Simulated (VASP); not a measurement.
Runs of VASP 6.6.1 on LiScBH4. The structure is that of space group F-43m (No. 216), or close to it. The cells are those of the table. 

```tsv
task	level	U	cell	k mesh	cutoff (eV)	gap on the mesh (eV)	pressure (GPa)	relaxed volume (Å³/atom)	largest force (eV/Å)
relaxation of cell and atoms	PBE	-	relaxed from a = 4.177 Å, angles 60.0°, 7 atoms	6 × 6 × 6	600	none	0.4	11.17	0.04
single point	PBE+U	Sc d U = 1.0 eV	a = 4.874 Å, angles 60.0°, 7 atoms	10 × 10 × 10	750	none	0.4	-	-
single point	PBE	-	a = 4.874 Å, angles 60.0°, 7 atoms	6 × 6 × 6	520	none	-	-	(a)
relaxation of cell and atoms	PBE	-	relaxed from a = 4.874 Å, angles 60.0°, 7 atoms	10 × 10 × 10	600	none	0.0	11.70	-
single point	PBE	-	a = 4.874 Å, angles 60.0°, 7 atoms	10 × 10 × 10	520	none	-	-	0.01
```

Alike in all rows: potentials or basis VASP PAW PBE potentials, release 64 (Li_sv, Sc_sv, B, H); no spin polarisation; smearing gaussian 0.1 eV.

**Question.** Fill in the values left out.

**Answer.** (a) 0.02.

Caveats: the cutoff is under 1.25 times the usual one of these potentials, so pressure, stress and relaxed cells hold a basis-set (Pulay) error (some runs); the volume moved by over 15 % at a fixed basis, so the end points are rough (some runs); U without spin polarisation on a metal has little footing (some runs); the U is typed as a test and isn't derived for this compound (some runs).

A gap of «none» marks levels without a gap at the run's occupations.
